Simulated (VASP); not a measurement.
Runs of VASP 6.6.1 on PbSe. The structure is that of space group P6_3/mmc (No. 194), or close to it. The cells are those of the table. 

| task | level | potentials or basis | cell | k mesh | cutoff (eV) | gap on the mesh (eV) | pressure (GPa) |
| --- | --- | --- | --- | --- | --- | --- | --- |
| single point | LDA | VASP PAW LDA potentials, release 64 (Pb_d, Se) | a = 4.274, b = 4.274, c = 7.555 Å, angles 90.0, 90.0, 120.0°, 4 atoms | 12 × 12 × 4 | 520 | none | (b) |
| single point | r2SCAN | VASP PAW PBE potentials, release 64 (Pb_d, Se) | a = 4.274, b = 4.274, c = 7.555 Å, angles 90.0, 90.0, 120.0°, 4 atoms | 6 × 6 × 4 | 520 | (a) | 0.0 |
| single point | LDA | VASP PAW LDA potentials, release 64 (Pb_d, Se) | a = 4.168, b = 4.168, c = 7.412 Å, angles 90.0, 90.0, 120.0°, 4 atoms | 6 × 6 × 4 | 520 | none | 0.1 |
| single point | PBE | VASP PAW PBE potentials, release 64 (Pb_d, Se) | a = 4.274, b = 4.274, c = 7.555 Å, angles 90.0, 90.0, 120.0°, 4 atoms | 12 × 12 × 4 | 520 | 0.03 | 0.9 |
| relaxation of cell and atoms | PBE | VASP PAW PBE potentials, release 64 (Pb_d, Se) | relaxed from a = 3.983, b = 3.983, c = 6.493 Å, angles 90.0, 90.0, 120.0°, 4 atoms | 6 × 6 × 4 | 600 | 0.08 | 0.0 |

Alike in all rows: no spin polarisation; smearing fermi-dirac 0.02 eV.

Fill in the values left out.

(a) 0.12; (b) -3.2.

Caveats: spin-orbit coupling is left out, which moves the levels of the heavy elements; semilocal functionals underestimate gaps, so a narrow gap can read as zero (at least some runs); the cell stands under tension (at least some runs); the PAW data sets were made with another functional, which shifts forces and pressure a little (at least some runs).

A k mesh can miss the band edges, and the runs leave out spin-orbit coupling on Pb, Se.

A gap of «none» marks levels without a gap at the run's occupations.
